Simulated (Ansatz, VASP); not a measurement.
## One calculation of ZrC, two programs

INCAR

```
ALGO = Normal
EDIFF = 1E-7
ENCUT = 520
GGA = PE
ISIF = 2
ISMEAR = -1
LASPH = T
LCHARG = F
LREAL = F
LWAVE = F
NBANDS = 15
NELM = 100
PREC = Accurate
SIGMA = 0.05
```

Contents of KPOINTS:

```
k-points
0
Gamma
  15 15 15
```

File POSCAR:

```
ZrC
1.0
    0.0000000000      2.3423497072      2.3423497072
    2.3423497072      0.0000000000      2.3423497072
    2.3423497072      2.3423497072      0.0000000000
Zr C
1 1
Direct
    0.5000000000      0.5000000000      0.5000000000
    0.0000000000      0.0000000000      0.0000000000
```

Input for Ansatz:

```yaml
crystal:
  lattice:
    - [0.0, 2.3423497072, 2.3423497072]
    - [2.3423497072, 0.0, 2.3423497072]
    - [2.3423497072, 2.3423497072, 0.0]
  atoms:
    - { symbol: Zr, position: [0.5, 0.5, 0.5] }
    - { symbol: C, position: [0.0, 0.0, 0.0] }
kpoints:
  mp_grid: { grid: [15, 15, 15] }
  band_path:
    path:
      - [0.0, 0.0, 0.0]
      - [0.5, 0.0, 0.5]
      - [0.625, 0.25, 0.625]
      - [0.375, 0.375, 0.75]
      - [0.0, 0.0, 0.0]
      - [0.5, 0.5, 0.5]
      - [0.5, 0.25, 0.75]
      - [0.5, 0.0, 0.5]
    npoints: 5
scf:
  occupations: { method: fermi_dirac, width: 0.05 }
hamiltonian:
  xc: pbe
  pseudopotentials: { kind: all_electron, lapw: { basis_error: 0.00025 } }
output:
  forces: true
  stress: true
  eigenvalues: true
```

Change from the starting cell: volume scaled by 0.99.

Alike in both runs: task single point; functional PBE; k mesh 15 × 15 × 15; occupations fermi-dirac, width 0.05 eV; no spin polarisation.

|  | VASP | Ansatz |
| --- | --- | --- |
| version | VASP 6.6.1 | Ansatz 0.2.0 |
| potentials or method | VASP PAW PBE potentials, release 64 (Zr_sv, C), cutoff 520 eV | all-electron LAPW, scalar-relativistic |

Ansatz gave:

```
pressure (GPa) : 3.6
```

What did VASP give for the same quantities?

Pressure (GPa): 3.8.

Ansatz ran all-electron here, and VASP with PAW potentials.
